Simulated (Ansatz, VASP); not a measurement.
Two plane-wave programs on Ge

```
Ge
1.0
     0.00000    2.75274    2.83788
     2.75274    0.00000    2.83788
     2.75274    2.75274    0.00000
Ge
2
Cartesian
  2.7527 2.7527 2.8379
  4.1291 4.1291 4.2568
```

Change from the starting cell: strain -0.030 along x and y, +0.000 along z, atoms carried along.

Alike in both runs: task single point; functional PBEsol; k mesh 18 × 18 × 18; occupations gaussian, width 0.15 eV; no spin polarisation.

```csv
,VASP,Ansatz
version,VASP 6.6.1,Ansatz 0.2.0
potentials or method,"VASP PAW PBE potentials, release 64 (Ge_d), cutoff 520 eV","scalar-relativistic, plane waves, PAW"
valence electrons in the cell,28,28
```

VASP gave:

* gap on the k mesh at the Fermi level (eV): 0.18
* least direct gap on the mesh (eV): 0.38
* pressure (GPa): 4.6
* traceless stress, the component that is largest in VASP (GPa): -1.60

**Question.** Which values does Ansatz return?

**Answer.** gap on the k mesh at the Fermi level (eV): 0.17; least direct gap on the mesh (eV): 0.36; pressure (GPa): 4.7; traceless stress, the component that is largest in VASP (GPa): -1.59.

VASP's potentials were made for PBE, not for PBEsol. The functional is the same, so the differences come from potentials, cutoffs and numerics.
